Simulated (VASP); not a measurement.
Write the native input for VASP 6.6.1 that does the following.

```
Task                   : relaxation of cell and atoms
Functional             : r2SCAN
Potentials or basis    : VASP PAW PBE potentials, release 64 (Fe)
Cutoff                 : 600 eV
k mesh                 : 9 × 9 × 8
Occupations            : gaussian, width 0.1 eV
Spin                   : collinear spin, ferromagnetic start
Starting moments       : [2.98] μB
Dipole correction      : no
Further INCAR settings : ALGO = Normal; EDIFF = 1e-06; IBRION = 2; EDIFFG = -0.04; NSW = 90; ISIF = 3
```

The system is Fe.

```
CELL_PARAMETERS angstrom
2.45180 0.00000 0.00000
-1.22590 2.12332 0.00000
0.00000 0.00000 2.29090
ATOMIC_POSITIONS crystal
Fe 0.00000 0.00000 0.00000
```

This isn't the form of Fe at room conditions, which is bcc.

One way to write it, as run:

POSCAR

```
Fe
1.0
    2.4517979394      0.0000000000      0.0000000000
   -1.2258989697      2.1233193005      0.0000000000
    0.0000000000      0.0000000000      2.2908986996
Fe
1
Direct
    0.0000000000      0.0000000000      0.0000000000
```

INCAR.step1

```
ALGO = Normal
EDIFF = 1E-4
ENCUT = 600
GGA = PE
ISMEAR = 0
ISPIN = 2
LASPH = True
LCHARG = False
LMAXMIX = 4
LREAL = False
LWAVE = True
MAGMOM = 2.98
NELM = 150
PREC = Accurate
SIGMA = 0.1
```

INCAR.step2

```
ALGO = Normal
EDIFF = 1E-6
EDIFFG = -0.04
ENCUT = 600
IBRION = 2
ISIF = 3
ISMEAR = 0
ISPIN = 2
ISTART = 1
LASPH = True
LCHARG = False
LMAXMIX = 4
LMIXTAU = True
LORBIT = 11
LREAL = False
LWAVE = False
MAGMOM = 2.98
METAGGA = R2SCAN
NELM = 150
NSW = 90
PREC = Accurate
SIGMA = 0.1
```

KPOINTS

```
k-points
0
Gamma
  9 9 8
```

Potentials or basis: VASP PAW PBE potentials, release 64 (Fe).

Command:

```bash
$ cat potpaw_PBE.64/Fe/POTCAR > POTCAR
$ cp INCAR.step1 INCAR
$ mpirun -np 1 vasp_std > vasp.out
$ cp INCAR.step2 INCAR
$ mpirun -np 1 vasp_std > vasp.out
```

It gave:

```json
{
  "Relaxed volume": "13.14 Å³/atom",
  "Relaxed cell": "a = 2.517 Å, b = 2.517 Å, c = 2.396 Å, α = 90.00°, β = 90.00°, γ = 120.00°",
  "Space group after relaxing (to 0.1 Å)": "P6/mmm (No. 191)",
  "Energy gained by relaxing": "56.6 meV/atom",
  "Ionic steps": "5",
  "Pressure after relaxing": "0.0 GPa",
  "Net moment": "2.91 μB per cell",
  "Site moments": "Fe +2.95 μB",
  "Valence electrons inside the program's atomic spheres": "Fe 7.11"
}
```

Caveat: the PAW data sets were made with another functional, which shifts forces and pressure a little.

Wall time 5.7 min on 1 thread of Intel Xeon 8259CL (shared host), peak memory 0.15 GiB.
